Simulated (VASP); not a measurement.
# Si2Ni: single point with PBE

The system is Si2Ni.

```
CELL_PARAMETERS angstrom
0.00000 2.80706 2.80706
2.80706 0.00000 2.80706
2.80706 2.80706 0.00000
ATOMIC_POSITIONS crystal
Si 0.25000 0.25000 0.25000
Si 0.75000 0.75000 0.75000
Ni 0.00000 0.00000 0.00000
```

| Property | Result |
| --- | --- |
| Program | VASP 6.6.1 |
| Task | single point |
| Functional | PBE |
| Potentials or basis | VASP PAW PBE potentials, release 64 (Si, Ni) |
| Cutoff | 520 eV |
| k mesh | 9 × 9 × 9 |
| Occupations | fermi-dirac, width 0.15 eV |
| Spin | collinear spin, ferromagnetic start |
| Starting moments | [0.0, 0.0, 1.5] μB |
| Dipole correction | no |
| Further INCAR settings | ALGO = Normal; EDIFF = 1e-06; NBANDS = 20 |

| Quantity | Value |
| --- | --- |
| Pressure | -10.6 GPa |
| Band gap on the k mesh | zero (filled and empty bands overlap) |
| Net moment | 0.00 μB per cell |
| Valence electrons inside the program's atomic spheres | Si 1.53; Ni 9.54 |

Levels at points of the mesh, in eV from the Fermi level:
Spin up:
| k point | band 7 | band 8 | band 9 | band 10 | band 11 | band 12 |
| --- | --- | --- | --- | --- | --- | --- |
| (0.00, 0.00, 0.00) | -1.01 | 1.68 | 1.68 | 1.68 | 2.57 | 2.57 |
Spin down:
```
           k point  band 5  band 6  band 7  band 8  band 9  band 10  band 11  band 12  band 13  band 14
(0.00, 0.00, 0.00)   -2.81   -2.81   -1.01    1.68    1.68     1.68     2.57     2.57     2.57     4.63
```

Wall time 2.7 min on 1 thread of AMD EPYC 7R13 (shared host), peak memory 0.18 GiB.

Caveat: the starting moments collapsed, and a magnetic state may lie lower.
